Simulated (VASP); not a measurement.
Wanted: the native input for a VASP 6.6.1 run.

```
Task                   : single point
Functional             : PBEsol
Potentials or basis    : VASP PAW PBE potentials, release 64 (Cd, Se)
Cutoff                 : 520 eV
k mesh                 : 10 × 10 × 10
Occupations            : gaussian, width 0.05 eV
Spin                   : no spin polarisation
Dipole correction      : no
Further INCAR settings : ALGO = Normal; EDIFF = 1e-07; NBANDS = 16
```

The structure of CdSe lies in POSCAR:

```
CdSe
1.0
   -0.0536069351      3.0893375827      3.1522167369
    3.2220040012     -0.0599009911      3.1585107928
    3.0913946644      2.9650223019      0.0707083457
Cd Se
1 1
Direct
    0.0079292670     -0.0025844622     -0.0050826129
    0.7420707330      0.7525844622      0.7550826129
```

This cell differs from its parent crystal: atoms moved at random and the cell strained at random.

These files were run (other wordings do the same):

INCAR

```
PREC = Accurate
ENCUT = 520
EDIFF = 1E-7
ISMEAR = 0
SIGMA = 0.05
LREAL = False
LASPH = True
NELM = 100
ALGO = Normal
ISIF = 2
LWAVE = False
LCHARG = True
GGA = PS
LELF = True
LVHAR = True
NBANDS = 16
```

KPOINTS

```
regular mesh
0
Gamma
  10 10 10
```

Potentials or basis: VASP PAW PBE potentials, release 64 (Cd, Se).

The run is started by

```bash
$ cat potpaw_PBE.64/Cd/POTCAR potpaw_PBE.64/Se/POTCAR > POTCAR
$ mpirun -np 1 vasp_std > vasp.out
```

It gave:

| Item | Value |
| --- | --- |
| Pressure | -3.0 GPa |
| Largest force | 0.188 eV/Å |
| Band gap on the k mesh | 0.29 eV |

Caveat: the cell differs from its parent crystal (atoms moved at random and the cell strained at random); the PAW data sets were made with another functional, which shifts forces and pressure a little.

Run time: 2.7 min on 1 thread of Intel(R) Xeon(R) 6975P-C (Granite Rapids), with other jobs on the host, peak memory 0.61 GiB.
